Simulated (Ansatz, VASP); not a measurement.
Ru: VASP beside Ansatz

```
Ru
1.0
     2.62463    0.00000    0.00000
    -1.31231    2.27299    0.00000
     0.00000    0.00000    4.21767
Ru
2
Direct
  0.33333 0.66667 0.25000
  0.66667 0.33333 0.75000
```

Change from the starting cell: strain -0.030 along x and y, -0.015 along z, atoms carried along.

Alike in both runs: task single point; functional PBE; k mesh 24 × 24 × 12; occupations gaussian, width 0.15 eV; no spin polarisation.

|  | VASP | Ansatz |
| --- | --- | --- |
| version | VASP 6.6.1 | Ansatz 0.2.0 |
| potentials or method | VASP PAW PBE potentials, release 64 (Ru_pv), cutoff 500 eV | scalar-relativistic, plane waves, PAW |
| valence electrons in the cell | 28 | 32 |

Ansatz gave:

```
gap on the k mesh at the Fermi level (eV)                     : none
pressure (GPa)                                                : 34.8
traceless stress, the component that is largest in VASP (GPa) : -6.04
```

**Question.** Estimate VASP's values.

**Answer.** gap on the k mesh at the Fermi level (eV): none; pressure (GPa): 34.9; traceless stress, the component that is largest in VASP (GPa): -6.03.

A gap of «none» marks a metal or a gap that the smearing closes. Both programs put the cell under a high pressure, so it lies far from rest at this level. VASP's potentials hold 28 valence electrons a cell and Ansatz's 32, so a difference there can come from the potentials and not from the codes.
